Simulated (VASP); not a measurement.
Set up this calculation in VASP 6.6.1, as the native input.

| Item | Value |
| --- | --- |
| Task | single point |
| Functional | PBE |
| Potentials or basis | VASP PAW PBE potentials, release 64 (Pb_d, S) |
| Cutoff | 500 eV |
| k mesh | 6 × 6 × 6 |
| Occupations | gaussian, width 0.01 eV |
| Spin | no spin polarisation |
| Dipole correction | no |
| Further INCAR settings | ALGO = Normal; EDIFF = 1e-06; NBANDS = 17 |

The structure of PbS (Galena) lies in POSCAR:

```
PbS
1.0
    0.0000000000      3.0428166983      3.0428166983
    3.0428166983      0.0000000000      3.0428166983
    3.0428166983      3.0428166983      0.0000000000
Pb S
1 1
Direct
    0.0000000000      0.0000000000      0.0000000000
    0.5000000000      0.5000000000      0.5000000000
```

One way to write it, as run:

INCAR

```
PREC     = Accurate       # precision mode
ENCUT    = 500            # plane-wave cutoff, eV
EDIFF    = 1E-6           # SCF threshold, eV
ISMEAR   = 0              # smearing method
SIGMA    = 0.01           # smearing width, eV
LREAL    = F              # projectors in reciprocal space
LASPH    = T              # aspherical terms in the spheres
NELM     = 120            # most SCF steps
ALGO     = Normal         # electronic algorithm
ISIF     = 2              # what is computed and relaxed
LWAVE    = F              # write WAVECAR
LCHARG   = F              # write CHGCAR
GGA      = PE             # functional
NBANDS   = 17             # bands
GGA_COMPAT= F
```

KPOINTS

```
regular mesh
0
Gamma
  6 6 6
```

Potentials or basis: VASP PAW PBE potentials, release 64 (Pb_d, S).

Command:

```bash
$ cat potpaw_PBE.64/Pb_d/POTCAR potpaw_PBE.64/S/POTCAR > POTCAR
$ mpirun -np 1 vasp_std > vasp.out
```

It gave:

The pressure is -1.9 GPa. The band gap on the k mesh is 0.62 eV, direct.

Caveat: spin-orbit coupling is left out, which moves the levels of the heavy elements.

Wall time 12 s on 1 thread of Intel(R) Xeon(R) Platinum 8488C (Sapphire Rapids) (shared host), peak memory 0.17 GiB.
